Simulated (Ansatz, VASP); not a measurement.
## One calculation of ScSi8, two programs

```
Sc Si
1.0
     7.26696    0.00000    0.00000
    -3.63348    6.29337    0.00000
     0.00000    0.00000    3.45708
Sc Si
1 8
Direct
  0.00000 0.00000 0.00000
  0.81060 0.18940 0.50000
  0.81060 0.62119 0.50000
  0.37881 0.18940 0.50000
  0.18940 0.81060 0.50000
  0.18940 0.37881 0.50000
  0.62119 0.81060 0.50000
  0.33333 0.66667 0.00000
  0.66667 0.33333 0.00000
```

Alike in both runs: task single point; functional PBE; k mesh 6 × 6 × 12; occupations gaussian, width 0.1 eV; no spin polarisation.

|  | VASP | Ansatz |
| --- | --- | --- |
| version | VASP 6.6.1 | Ansatz 0.2.0 |
| potentials or method | VASP PAW PBE potentials, release 64 (Sc_sv, Si), cutoff 520 eV | scalar-relativistic, plane waves, PAW |
| valence electrons in the cell | 43 | 43 |

```tsv
	VASP	Ansatz	Ansatz less VASP
gap on the k mesh at the Fermi level (eV)	none	none	-
pressure (GPa)	0.0	0.0	+0.03
```

A gap of «none» marks a metal or a gap that the smearing closes. With one functional, cell and mesh, what is left measures potentials, basis and numerics.
